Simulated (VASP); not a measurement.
# B3C2 (P6/mmm) in VASP: a series of runs, part 2 of 2

VASP 6.6.1.

### 5 Single point, PBE

This run uses another cell than the first one, of 20.22 Å³/atom.

Contents of INCAR:

```
ALGO = Normal
EDIFF = 1E-6
ENCUT = 520
GGA = PE
ISIF = 2
ISMEAR = 0
LASPH = T
LCHARG = T
LELF = T
LREAL = F
LVHAR = T
LWAVE = F
NBANDS = 16
NELM = 100
PREC = Accurate
SIGMA = 0.1
```

Contents of KPOINTS:

```
k-points
0
Gamma
  12 12 10
```

Contents of POSCAR:

```
B3C2
1.0
    5.0644539219      0.0000000000      0.0000000000
   -2.5322269610      4.3859457527      0.0000000000
    0.0000000000      0.0000000000      4.5507103486
B C
3 2
Direct
    0.5000000000      0.0000000000      0.0000000000
    0.0000000000      0.5000000000      0.0000000000
    0.5000000000      0.5000000000      0.0000000000
    0.3333333333      0.6666666667      0.0000000000
    0.6666666667      0.3333333333      0.0000000000
```

Launch:

```bash
$ cat potpaw_PBE.64/B/POTCAR potpaw_PBE.64/C/POTCAR > POTCAR
$ mpirun -np 1 vasp_std > vasp.out
```

Run time: 2.3 min. Hardware: 1 thread of AMD EPYC 7R13 (Zen 3), shared host; peak memory 0.29 GiB.

Results (log left out):

| Item | Value |
| --- | --- |
| Free energy | -34.3412 eV |
| Pressure | 0.0 GPa |
| Band gap on the k mesh | zero (an odd number of electrons rules out a gap without spin polarisation) |

Levels at points of the mesh, in eV from the Fermi level:
| k point | band 4 | band 5 | band 6 | band 7 | band 8 | band 9 | band 10 | band 11 | band 12 | band 13 |
| --- | --- | --- | --- | --- | --- | --- | --- | --- | --- | --- |
| (0.00, 0.00, 0.00) | -8.53 | -7.27 | -7.27 | -5.32 | -1.18 | 0.87 | 0.87 | 1.27 | 1.50 | 1.50 |
| (0.50, 0.00, 0.00) | -8.61 | -6.93 | -6.47 | -4.46 | -3.36 | -0.19 | 1.16 | 1.36 | 3.17 | 3.84 |
| (0.00, 0.00, 0.50) | -8.49 | -7.26 | -7.26 | -5.80 | -1.44 | 0.96 | 0.96 | 1.04 | 1.04 | 2.60 |
| (0.50, 0.00, 0.50) | -8.57 | -6.92 | -6.47 | -4.89 | -3.76 | -0.04 | 0.82 | 1.22 | 3.10 | 3.20 |

Caveat: this functional lacks dispersion, which binds the layers, so the pressure and a relaxed spacing across them are unreliable.

### 6 Relaxation of cell and atoms, PBE

This run uses another cell than the first one, of 20.22 Å³/atom.

Contents of INCAR:

```
  PREC = Accurate
  ENCUT = 600
  EDIFF = 1E-6
  ISMEAR = 0
  SIGMA = 0.1
  LREAL = False
  LASPH = True
  NELM = 100
  ALGO = Normal
  ISIF = 3
  LWAVE = False
  LCHARG = False
  GGA = PE
  IBRION = 2
  NSW = 100
  EDIFFG = -0.01
```

Contents of KPOINTS:

```
regular mesh
0
Gamma
  12 12 8
```

POSCAR is that of step 5.

Potentials or basis: VASP PAW PBE potentials, release 64 (B, C).

Launch:

```bash
$ cat potpaw_PBE.64/B/POTCAR potpaw_PBE.64/C/POTCAR > POTCAR
$ mpirun -np 1 vasp_std > vasp.out
```

Run time: 2.2 min. Hardware: 1 thread of AMD EPYC 7R13 (Zen 3), shared host; peak memory 0.29 GiB.

It converged, with:

* Free energy: -34.3486 eV
* Relaxed volume: 20.20 Å³/atom
* Relaxed cell: a = 5.063 Å, b = 5.063 Å, c = 4.550 Å, α = 90.00°, β = 90.00°, γ = 120.00°
* Space group after relaxing (to 0.1 Å): P6/mmm (No. 191)
* Energy gained by relaxing: 0.0 meV/atom
* Ionic steps: 3
* Pressure after relaxing: 0.0 GPa
* Band gap on the k mesh: zero (an odd number of electrons rules out a gap without spin polarisation)

Final structure:
```cif
data_structure
_symmetry_space_group_name_H-M 'P 1'
_symmetry_Int_Tables_number 1
_cell_length_a 5.0627
_cell_length_b 5.0627
_cell_length_c 4.5501
_cell_angle_alpha 90.000
_cell_angle_beta 90.000
_cell_angle_gamma 120.000
_cell_volume 101.00
loop_
_atom_site_label
_atom_site_type_symbol
_atom_site_fract_x
_atom_site_fract_y
_atom_site_fract_z
_atom_site_occupancy
B1 B 0.50000 0.00000 0.00000 1
B2 B 0.00000 0.50000 0.00000 1
B3 B 0.50000 0.50000 0.00000 1
C1 C 0.33333 0.66667 0.00000 1
C2 C 0.66667 0.33333 0.00000 1
```

Levels at points of the mesh, in eV from the Fermi level:
| k point | band 5 | band 6 | band 7 | band 8 | band 9 | band 10 | band 11 | band 12 |
| --- | --- | --- | --- | --- | --- | --- | --- | --- |
| (0.00, 0.00, 0.00) | -7.28 | -7.28 | -5.33 | -1.18 | 0.87 | 0.87 | 1.27 | 1.50 |
| (0.50, 0.00, 0.00) | -6.94 | -6.48 | -4.47 | -3.36 | -0.19 | 1.16 | 1.36 | 3.17 |
| (0.00, 0.00, 0.50) | -7.26 | -7.26 | -5.80 | -1.44 | 0.96 | 0.96 | 1.04 | 1.04 |
| (0.50, 0.00, 0.50) | -6.92 | -6.47 | -4.89 | -3.76 | -0.04 | 0.82 | 1.22 | 3.10 |

Caveat: this functional lacks dispersion, which binds the layers, so the pressure and a relaxed spacing across them are unreliable.

### 7 Relaxation of cell and atoms, PBE

This run uses another cell than the first one, of 18.70 Å³/atom.

Contents of INCAR:

```
ALGO = Normal ; EDIFF = 1E-6
EDIFFG = -0.01 ; ENCUT = 600
GGA = PE ; IBRION = 2
ISIF = 3 ; ISMEAR = 0
LASPH = True ; LCHARG = False
LREAL = False ; LWAVE = False
NELM = 80 ; NSW = 100
PREC = Accurate ; SIGMA = 0.1
```

Contents of KPOINTS:

```
k-points
0
Gamma
  12 12 10
```

Changes to POSCAR since step 6:

```diff
@@ -2,5 +2,5 @@
 1.0
-    5.0644539219      0.0000000000      0.0000000000
-   -2.5322269610      4.3859457527      0.0000000000
-    0.0000000000      0.0000000000      4.5507103486
+    5.0646686679      0.0000000000      0.0000000000
+   -2.5323343340      4.3861317282      0.0000000000
+    0.0000000000      0.0000000000      4.2087222223
 B C
```

Potentials or basis: VASP PAW PBE potentials, release 64 (B, C).

Launch:

```bash
$ cat potpaw_PBE.64/B/POTCAR potpaw_PBE.64/C/POTCAR > POTCAR
$ mpirun -np 1 vasp_std > vasp.out
```

OUTCAR:

```text
EDIFF = 1E-6
   EDIFFG = -0.01
   ENCUT = 600
   GGA = PE
   IBRION = 2
   ISIF = 3
   ISMEAR = 0
   LASPH = True
   LREAL = False
   NELM = 80
   NSW = 100
   PREC = Accurate

 ion  position               nearest neighbor table
   1  0.500  0.000  0.000-   4 1.46   5 1.46
   2  0.000  0.500  0.000-   4 1.46   5 1.46
   3  0.500  0.500  0.000-   4 1.46   5 1.46
   4  0.333  0.667  0.000-   2 1.46   1 1.46   3 1.46
   5  0.667  0.333  0.000-   2 1.46   1 1.46   3 1.46

  LATTYP: Found a hexagonal cell.
 ALAT       =     5.0646686679
 C/A-ratio  =     0.8309965564

  Lattice vectors:

 A1 = (   5.0646686679,   0.0000000000,   0.0000000000)
 A2 = (  -2.5323343340,   4.3861317282,   0.0000000000)
 A3 = (   0.0000000000,   0.0000000000,   4.2087222223)

[... 435 lines left out ...]
      2     -12.8280      2.00000
      3      -7.7318      2.00000
      4      -7.7318      2.00000
      5      -6.4737      2.00000
      6      -6.4737      2.00000
      7      -4.4349      2.00000
      8      -0.3202      2.00000
      9       1.6614      0.00000
     10       1.6614      0.00000
     11       2.0628      0.00000
     12       2.3880      0.00000
[... 331 lines left out ...]
 k-point    24 :       0.3333    0.0000    0.1000
  band No.  band energies     occupation
      1     -14.0933      2.00000
      2     -13.2208      2.00000
      3      -8.1168      2.00000
      4      -7.7807      2.00000
      5      -6.2317      2.00000
      6      -5.8474      2.00000
      7      -3.9824      2.00000
      8      -1.9663      2.00000
      9       0.8522      0.53237
     10       1.8699      0.00000
     11       2.2161      0.00000
     12       3.5267      0.00000

 [... further k-points ...]

------------------------ aborting loop because EDIFF is reached ----------------------------------------

  FORCE on cell =-STRESS in cart. coord.  units (eV):
  Direction    XX          YY          ZZ          XY          YZ          ZX
  --------------------------------------------------------------------------------------
  -------------------------------------------------------------------------------------
  Total       -0.0177228     -0.0177228      0.0317014      0.0000000      0.0000000     -0.0000000
  in kB       -0.2948522     -0.2948522      0.5274130      0.0000000      0.0000000     -0.0000000
  external PRESSURE =      -0.0207638 kB  Pullay stress =       0.0000000 kB
[... 20 lines left out ...]
  FREE ENERGIE OF THE ION-ELECTRON SYSTEM (eV)
  ---------------------------------------------------
  free  energy   TOTEN  =       -34.3442703063 eV

  energy  without entropy=      -34.3331656423  energy(sigma->0) =      -34.33871797

 reached required accuracy - stopping structural energy minimisation
```

CONTCAR:

```text
B3C2
   1.00000000000000
     5.0629513604806515    0.0000000000000205    0.0000000000000000
    -2.5314756802902911    4.3846444963486766    0.0000000000000000
    -0.0000000000000000    0.0000000000000000    4.3380984298901373
  B               C
     3     2
Direct
     0.5000000000000000    1.0000000000000000    0.0000000000000000
     0.0000000000000000    0.5000000000000000    0.0000000000000000
     0.5000000000000000    0.5000000000000000    0.0000000000000000
     0.3333333332999970    0.6666666667000030    0.0000000000000000
     0.6666666667000030    0.3333333332999970    0.0000000000000000

  0.00000000E+00  0.00000000E+00  0.00000000E+00
  0.00000000E+00  0.00000000E+00  0.00000000E+00
  0.00000000E+00  0.00000000E+00  0.00000000E+00
  0.00000000E+00  0.00000000E+00  0.00000000E+00
  0.00000000E+00  0.00000000E+00  0.00000000E+00
```

Wall time 5.7 min (1 thread of AMD EPYC 7R13 (Zen 3), shared host); peak memory 0.29 GiB.

Results:

```
Free energy                           : -34.3443 eV
Relaxed volume                        : 19.26 Å³/atom
Relaxed cell                          : a = 5.063 Å, b = 5.063 Å, c = 4.338 Å, α = 90.00°, β = 90.00°, γ = 120.00°
Space group after relaxing (to 0.1 Å) : P6/mmm (No. 191)
Energy gained by relaxing             : 0.4 meV/atom
Ionic steps                           : 7
Pressure after relaxing               : 0.0 GPa
Band gap on the k mesh                : zero (an odd number of electrons rules out a gap without spin polarisation)
```

The path:
```
step  energy change (eV)  largest force (eV/Å)  pressure (GPa)  volume (Å³)
   1              0.0000                0.0000           -0.07        93.49
   2             -0.0001                0.0000            0.22        93.39
   3             -0.0001                0.0000            0.12        93.43
   4             -0.0003                0.0000            0.11        93.56
   5             -0.0007                0.0000            0.09        93.95
   6             -0.0013                0.0000            0.06        94.73
   7             -0.0022                0.0000            0.00        96.30
```

Final structure:
```
B C
1.0
     5.06295    0.00000    0.00000
    -2.53148    4.38464    0.00000
     0.00000    0.00000    4.33810
B C
3 2
Direct
  0.50000 0.00000 0.00000
  0.00000 0.50000 0.00000
  0.50000 0.50000 0.00000
  0.33333 0.66667 0.00000
  0.66667 0.33333 0.00000
```

Levels at points of the mesh, in eV from the Fermi level:
```
           k point  band 4  band 5  band 6  band 7  band 8  band 9  band 10  band 11  band 12
(0.00, 0.00, 0.00)   -8.54   -7.28   -7.28   -5.24   -1.13    0.85     0.85     1.25     1.58
(0.50, 0.00, 0.00)   -8.62   -6.94   -6.48   -4.39   -3.29   -0.21     1.14     1.45     3.16
(0.00, 0.00, 0.50)   -8.49   -7.26   -7.26   -5.88   -1.50    0.96     0.96     0.97     0.97
(0.50, 0.00, 0.50)   -8.57   -6.92   -6.47   -4.96   -3.84   -0.02     0.74     1.23     3.04
```

Caveat: this functional lacks dispersion, which binds the layers, so the pressure and a relaxed spacing across them are unreliable.

### 8 The runs side by side

| task | spin | cell | k mesh | cutoff (eV) | gap on the mesh (eV) | pressure (GPa) | relaxed volume (Å³/atom) |
| --- | --- | --- | --- | --- | --- | --- | --- |
| relaxation of cell and atoms | off | relaxed from a = 3.946, b = 3.946, c = 4.317 Å, angles 90.0, 90.0, 120.0°, 5 atoms | 6 × 6 × 4 | 600 | none | 0.1 | 19.08 |
| single point | off | a = 5.064, b = 5.064, c = 4.551 Å, angles 90.0, 90.0, 120.0°, 5 atoms | 12 × 12 × 8 | 520 | none | 0.0 | - |
| single point | collinear | a = 5.065, b = 5.065, c = 4.209 Å, angles 90.0, 90.0, 120.0°, 5 atoms | 6 × 6 × 4 | 520 | none | 0.0 | - |
| single point | off | a = 5.064, b = 5.064, c = 4.551 Å, angles 90.0, 90.0, 120.0°, 5 atoms | 12 × 12 × 10 | 520 | none | 0.0 | - |
| relaxation of cell and atoms | off | relaxed from a = 5.064, b = 5.064, c = 4.551 Å, angles 90.0, 90.0, 120.0°, 5 atoms | 12 × 12 × 8 | 600 | none | 0.0 | 20.20 |
| relaxation of cell and atoms | off | relaxed from a = 5.065, b = 5.065, c = 4.209 Å, angles 90.0, 90.0, 120.0°, 5 atoms | 12 × 12 × 10 | 600 | none | 0.0 | 19.26 |

Alike in all rows: level PBE; potentials or basis VASP PAW PBE potentials, release 64 (B, C); smearing gaussian 0.1 eV.

Caveats: some runs use coarse meshes; this functional lacks dispersion, which binds the layers, so the pressure and a relaxed spacing across them are unreliable; the volume moved by over 15 % at a fixed basis, so the end points are rough (at least some runs).

Absolute energies hang on the potentials; compare differences alone.
